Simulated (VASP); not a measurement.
# ZnO (Fm-3m) in VASP: further runs, part 3 of 3

VASP 6.6.1. Earlier steps stand in the parts before.

## (6) Electric field gradients, PBE (volume scaled by 1.05)

Contents of INCAR:

```
PREC = Accurate
ENCUT = 520
EDIFF = 1E-8
ISMEAR = -1
SIGMA = 0.03
LREAL = F
LASPH = T
NELM = 100
ALGO = Normal
ISIF = 2
LWAVE = F
LCHARG = F
GGA = PE
LEFG = T
NBANDS = 16
```

Contents of KPOINTS:

```
regular mesh
0
Gamma
  10 10 10
```

Contents of POSCAR:

```
ZnO
1.0
    0.0000000000      2.1750882036      2.1750882036
    2.1750882036      0.0000000000      2.1750882036
    2.1750882036      2.1750882036      0.0000000000
Zn O
1 1
Direct
    0.0000000000      0.0000000000      0.0000000000
    0.5000000000      0.5000000000      0.5000000000
```

Potentials or basis: VASP PAW PBE potentials, release 64 (Zn, O).

On the command line:

```console
> cat potpaw_PBE.64/Zn/POTCAR potpaw_PBE.64/O/POTCAR > POTCAR
> mpirun -np 1 vasp_std > vasp.out
```

OUTCAR:

```text
PREC = Accurate
   ENCUT = 520
   EDIFF = 1E-8
   ISMEAR = -1
   LREAL = F
   LASPH = T
   NELM = 100
   ISIF = 2
   GGA = PE

 ion  position               nearest neighbor table
   1  0.000  0.000  0.000-   2 2.18   2 2.18   2 2.18   2 2.18   2 2.18   2 2.18
   2  0.500  0.500  0.500-   1 2.18   1 2.18   1 2.18   1 2.18   1 2.18   1 2.18

  LATTYP: Found a face centered cubic cell.
 ALAT       =     4.3501764072

  Lattice vectors:

 A1 = (   0.0000000000,   2.1750882036,   2.1750882036)
 A2 = (   2.1750882036,   0.0000000000,   2.1750882036)
 A3 = (   2.1750882036,   2.1750882036,   0.0000000000)

Analysis of symmetry for initial positions (statically):
=====================================================================
 Subroutine PRICEL returns:
 Original cell was already a primitive cell.

 Routine SETGRP: Setting up the symmetry group for a
 face centered cubic supercell.

 Subroutine GETGRP returns: Found 48 space group operations
 (whereof 48 operations were pure point group operations)
 out of a pool of 48 trial point group operations.

The static configuration has the point symmetry O_h .

Analysis of symmetry for dynamics (positions and initial velocities):
=====================================================================
 Subroutine PRICEL returns:
 Original cell was already a primitive cell.

 Routine SETGRP: Setting up the symmetry group for a
 face centered cubic supercell.

 Subroutine GETGRP returns: Found 48 space group operations
 (whereof 48 operations were pure point group operations)
 out of a pool of 48 trial point group operations.

The dynamic configuration has the point symmetry O_h .

 Subroutine INISYM returns: Found 48 space group operations
 (whereof 48 operations are pure point group operations),
 and found     1 'primitive' translations

----------------------------------------------------------------------------------------

                                     Primitive cell

  volume of cell :      20.5807

  direct lattice vectors                    reciprocal lattice vectors
     0.000000000  2.175088204  2.175088204    -0.229875735  0.229875735  0.229875735
     2.175088204  0.000000000  2.175088204     0.229875735 -0.229875735  0.229875735
     2.175088204  2.175088204  0.000000000     0.229875735  0.229875735 -0.229875735

  length of vectors
     3.076039237  3.076039237  3.076039237     0.398156453  0.398156453  0.398156453

  position of ions in fractional coordinates (direct lattice)
     0.000000000  0.000000000  0.000000000
     0.500000000  0.500000000  0.500000000

  ion indices of the primitive-cell ions
   primitive index   ion index
                 1           1
                 2           2

----------------------------------------------------------------------------------------

 KPOINTS: regular mesh

Automatic generation of k-mesh.
 Grid dimensions read from file:
 generate k-points for:   10   10   10

 Generating k-lattice:
[... 63 lines left out ...]
   LREAL  =      F    real-space projection
   EDIFFG = 0.1E-06   stopping-criterion for IOM
   NSW    =      0    number of steps for IOM
   IBRION =     -1    ionic relax: 0-MD 1-quasi-New 2-CG
   NFREE  =      0    steps in history (QN), initial steepest desc. (CG)
   ISIF   =      2    stress and relaxation
   ISYM   =      2    0-nonsym 1-usesym 2-fastsym
   POTIM  = 0.5000    time-step for ionic-motion
   TEBEG  =    0.0;   TEEND  =   0.0 temperature during run
   PSTRESS=    0.0 pullay stress
   NELECT =      18.0000    total number of electrons
   NUPDOWN=      -1.0000    fix difference up-down
   EMIN   =  10.00;   EMAX   =-10.00  energy-range for DOS
   EFERMI =   0.00;   METHOD = LEGACY
   ISMEAR =    -1;   SIGMA  =   0.03  broadening in eV -4-tet -1-fermi 0-gaus
   EFERMI_NEDOS =   21; number of points for ismear=-14 and -15
   IALGO  =     38    algorithm
   IMIX   =      4    mixing-type and parameters
     AMIX     =   0.40;   BMIX     =  1.00
     AMIX_MAG =   1.60;   BMIX_MAG =  1.00
  volume/ion in A,a.u.               =      10.29        69.44
  Fermi-wavevector in a.u.,A,eV,Ry     =   1.565593  2.958541 33.348976  2.451081
  Thomas-Fermi vector in A             =   2.668046
   LORBIT       =      0    0 simple, 1 ext, 2 COOP (PROOUT), +10 PAW based schemes
   GGA     = PE    functional components
   LHFCALC =     F    Hartree Fock is set to
   AEXX    =    0.0000 exact exchange contribution
   IVDW    =     0    specifies the selected vdW correction
   LEPSILON=     F    determine dielectric tensor
   LRPA    =     F    only Hartree local field effects (RPA)
 non-spin polarized calculation
  energy-cutoff  :      520.00
  volume of cell :       20.58
 maximum number of plane-waves:       568
   NGX = 11   NGY = 11   NGZ = 11

 number of electron      18.0000005 magnetization

 Free energy of the ion-electron system (eV)
  ---------------------------------------------------
  ext. energy  EPLUGINS =         0.00000000
  ---------------------------------------------------
  free energy    TOTEN  =        -8.63186053 eV

  energy without entropy =       -8.63186042  energy(sigma->0) =       -8.63186047

 E-fermi :   2.6150     XC(G=0): -12.0192

 val. band max:        2.2402456226   @ k =   0.5000   0.0000   0.0000
 cond. band min:       2.9016170836   @ k =   0.0000   0.0000   0.0000
 fundamental gap:      0.6613714610
 Fermi energy:         2.6149722574

 k-point     1 :       0.0000    0.0000    0.0000
  band No.  band energies     occupation
      1     -15.9178      2.00000
      2      -2.5415      2.00000
      3      -2.5415      2.00000
      4      -2.5415      2.00000
      5      -2.3475      2.00000
      6      -2.3475      2.00000
[... 433 lines left out ...]
      3      -2.8894      2.00000
      4      -2.4843      2.00000
      5      -2.3017      2.00000
      6      -2.1378      2.00000
[... 8 lines left out ...]
     15      29.1264      0.00000
     16      29.2067      0.00000

 [... further k-points ...]
[... 5 lines left out ...]
  --------------------------------------------------------------------------------------
  -------------------------------------------------------------------------------------
  Total       -0.1735857     -0.1735857     -0.1735857      0.0000000     -0.0000000      0.0000000
  in kB      -13.5133763    -13.5133763    -13.5133763      0.0000000     -0.0000000      0.0000000
  external PRESSURE =     -13.5133763 kB  Pullay stress =       0.0000000 kB

 VOLUME and BASIS-vectors are now :
 -----------------------------------------------------------------------------
  energy-cutoff  :      520.00
  volume of cell :       20.58
      direct lattice vectors                 reciprocal lattice vectors
     0.000000000  2.175088204  2.175088204    -0.229875735  0.229875735  0.229875735
     2.175088204  0.000000000  2.175088204     0.229875735 -0.229875735  0.229875735
     2.175088204  2.175088204  0.000000000     0.229875735  0.229875735 -0.229875735

 POSITION                                       TOTAL-FORCE (eV/Angst)
 -----------------------------------------------------------------------------------
      0.00000      0.00000      0.00000         0.000000      0.000000      0.000000
      2.17509      2.17509      2.17509        -0.000000     -0.000000     -0.000000
 -----------------------------------------------------------------------------------
    total drift:                                0.000000     -0.000000     -0.000000

  FREE ENERGIE OF THE ION-ELECTRON SYSTEM (eV)
  ---------------------------------------------------
  free  energy   TOTEN  =        -8.6318605251 eV

  energy  without entropy=       -8.6318604181  energy(sigma->0) =       -8.63186047

 Electric field gradients (V/A^2)
---------------------------------------------------------------------
 ion       V_xx      V_yy      V_zz      V_xy      V_xz      V_yz
---------------------------------------------------------------------
   1      -0.000     0.000     0.000     0.003     0.003     0.003
   2      -0.000    -0.000     0.000    -0.002    -0.002    -0.002
---------------------------------------------------------------------

 Electric field gradients after diagonalization (V/A^2)
 (convention: |V_zz| > |V_xx| > |V_yy|)
----------------------------------------------------------------------
 ion       V_xx      V_yy      V_zz     asymmetry (V_yy - V_xx)/ V_zz
----------------------------------------------------------------------
   1      -0.003    -0.003     0.007       0.000
   2       0.002     0.002    -0.003       0.000
----------------------------------------------------------------------

           NMR quadrupolar parameters

 Cq : quadrupolar parameter    Cq=e*Q*V_zz/h
 eta: asymmetry parameters     (V_yy - V_xx)/ V_zz
 Q  : nuclear electric quadrupole moment in mb (millibarn)
----------------------------------------------------------------------
 ion       Cq(MHz)       eta       Q (mb)
----------------------------------------------------------------------
   1       0.000       0.000       1.000
   2      -0.000       0.000       1.000
----------------------------------------------------------------------
```

stdout:

```text
POSCAR found type information on POSCAR ZnO
 POSCAR found :  2 types and       2 ions
 scaLAPACK will be used
 LDA part: xc-table for (Slater+PW92), standard interpolation
 POSCAR, INCAR and KPOINTS ok, starting setup
 FFT: planning ... GRIDC
 FFT: planning ... GRID_SOFT
 FFT: planning ... GRID
 WAVECAR not read
 entering main loop
ion   1

ion   2
```

It took 17 s on 1 thread of AMD EPYC 7R13 (Zen 3), shared host; peak memory 0.11 GiB.

What came out:

```yaml
Free_energy: -8.6319 eV
Pressure: -1.4 GPa
Band_gap_on_the_k_mesh: 0.66 eV, indirect (least direct gap 1.85 eV)
```

Caveat: without QUAD_EFG the Cq values of the log hold for a quadrupole moment of 1 mb, not for the nuclei.

## (7) Summary

| cell | gap on the mesh (eV) | pressure (GPa) |
| --- | --- | --- |
| a = 2.975 Å, angles 60.0°, 2 atoms | 1.12 | 18.8 |
| a = 3.001 Å, angles 60.0°, 2 atoms | 0.99 | 12.7 |
| a = 3.026 Å, angles 60.0°, 2 atoms | 0.88 | 7.4 |
| a = 3.051 Å, angles 60.0°, 2 atoms | 0.77 | 2.7 |
| a = 3.076 Å, angles 60.0°, 2 atoms | 0.66 | -1.4 |

Alike in all rows: task electric field gradients; level PBE; potentials or basis VASP PAW PBE potentials, release 64 (Zn, O); no spin polarisation; k mesh 10 × 10 × 10; cutoff (eV) 520; smearing fermi-dirac 0.03 eV.

Absolute energies hang on the potentials; compare differences alone.
